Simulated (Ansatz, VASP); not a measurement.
# O in VASP and in Ansatz

```
CELL_PARAMETERS angstrom
1.42335 0.82177 3.40830
-1.42335 0.82177 3.40830
0.00000 -1.64354 3.40830
ATOMIC_POSITIONS crystal
O 0.05770 0.05770 0.05770
O 0.94230 0.94230 0.94230
```

Alike in both runs: task single point; functional PBE; k mesh 11 × 11 × 11; occupations gaussian, width 0.2 eV; no spin polarisation.

|  | VASP | Ansatz |
| --- | --- | --- |
| version | VASP 6.6.1 | Ansatz 0.2.0 |
| potentials or method | VASP PAW PBE potentials, release 64 (O), cutoff 520 eV | all-electron LAPW, scalar-relativistic |

```tsv
	VASP	Ansatz	Ansatz less VASP
pressure (GPa)	9.6	5.6	-4.00
traceless stress, the component that is largest in VASP (GPa)	30.98	22.32	-8.657
rms of the force components (eV/Å)	2.485	1.522	-0.9632
```

Atom by atom the forces differ by 0.963 eV/Å (rms over components). Ansatz ran all-electron here, and VASP with PAW potentials.

Noted on VASP's run: the standard files for N, O and F lose accuracy on very short bonds; spin is off for a triplet molecule.
